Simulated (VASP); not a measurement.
Here is a VASP 6.6.1 calculation.

The input INCAR:

```
SYSTEM = Sn
PREC     = Accurate       ! precision mode
ENCUT    = 600            ! plane-wave cutoff, eV
EDIFF    = 1E-6           ! SCF threshold, eV
ISMEAR   = 0              ! smearing method
SIGMA    = 0.1            ! smearing width, eV
LREAL    = .False.        ! projectors in reciprocal space
LASPH    = .True.         ! aspherical terms in the spheres
NELM     = 60             ! most SCF steps
ALGO     = Fast           ! electronic algorithm
ISIF     = 4              ! what is computed and relaxed
LWAVE    = .False.        ! write WAVECAR
LCHARG   = .False.        ! write CHGCAR
GGA      = PS             ! functional
IVDW     = 12             ! dispersion correction
IBRION   = 2              ! ionic algorithm
NSW      = 50             ! ionic steps
EDIFFG   = -0.01          ! ionic threshold
```

KPOINTS

```
Automatic mesh
0
Gamma
  16 16 16
  0 0 0
```

Contents of POSCAR:

```
Sn
1.0
   -1.8513771911      1.6591334353      1.8559687942
    1.8513771911     -1.6591334353      1.8559687942
    1.8513771911      1.6591334353     -1.8559687942
Sn
1
Direct
    0.0000000000      0.0000000000      0.0000000000
```

Potentials or basis: VASP PAW PBE potentials, release 64 (Sn_d).

Command:

```bash
$ cat potpaw_PBE.64/Sn_d/POTCAR > POTCAR
$ mpirun -np 1 vasp_std > vasp.out
```

Task: Estimate the band gap on the k mesh.

Result: Zero (bands 7 and 8 overlap by 11.84 eV).

Task: Estimate the dispersion energy per atom.

Result: -0.468 eV.

Final structure:
```cif
data_structure
_symmetry_space_group_name_H-M 'P 1'
_symmetry_Int_Tables_number 1
_cell_length_a 3.1021
_cell_length_b 3.1021
_cell_length_c 3.1021
_cell_angle_alpha 106.693
_cell_angle_beta 115.228
_cell_angle_gamma 106.651
_cell_volume 22.80
loop_
_atom_site_label
_atom_site_type_symbol
_atom_site_fract_x
_atom_site_fract_y
_atom_site_fract_z
_atom_site_occupancy
Sn1 Sn 0.00000 0.00000 0.00000 1
```

Caveat: spin-orbit coupling is left out, which moves the levels of the heavy elements.
